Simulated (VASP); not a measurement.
Runs of VASP 6.6.1 on NbCd3. The structure is that of space group Pm-3m (No. 221), or close to it. The cells are those of the table. 

```tsv
level	potentials or basis	cell	gap on the mesh (eV)	pressure (GPa)
PBE	VASP PAW PBE potentials, release 64 (Cd, Nb_sv)	a = 4.215 Å, 4 atoms	none	7.8
PBE	VASP PAW PBE potentials, release 64 (Cd, Nb_sv)	a = 4.298 Å, 4 atoms	none	(a)
PBE	VASP PAW PBE potentials, release 64 (Cd, Nb_sv)	a = 4.243 Å, 4 atoms	none	5.3
PBE	VASP PAW PBE potentials, release 64 (Cd, Nb_sv)	a = 4.129 Å, 4 atoms	none	17.2
PBE	VASP PAW PBE potentials, release 64 (Cd, Nb_sv)	a = 4.158 Å, 4 atoms	none	13.7
LDA	VASP PAW LDA potentials, release 64 (Cd, Nb_sv)	a = 4.215 Å, 4 atoms	none	-1.7
PBE	VASP PAW PBE potentials, release 64 (Cd, Nb_sv)	a = 4.270 Å, 4 atoms	none	(b)
PBE	VASP PAW PBE potentials, release 64 (Cd, Nb_sv)	a = 4.187 Å, 4 atoms	none	(c)
```

Alike in all rows: task single point; no spin polarisation; k mesh 6 × 6 × 6; cutoff (eV) 520; smearing fermi-dirac 0.05 eV.

Problem. Fill in the values left out.

Solution. (a) 1.1; (b) 3.1; (c) 10.6.

A k mesh can miss the band edges, and the runs leave out spin-orbit coupling on Cd, Nb.

A gap of «none» marks levels without a gap at the run's occupations.
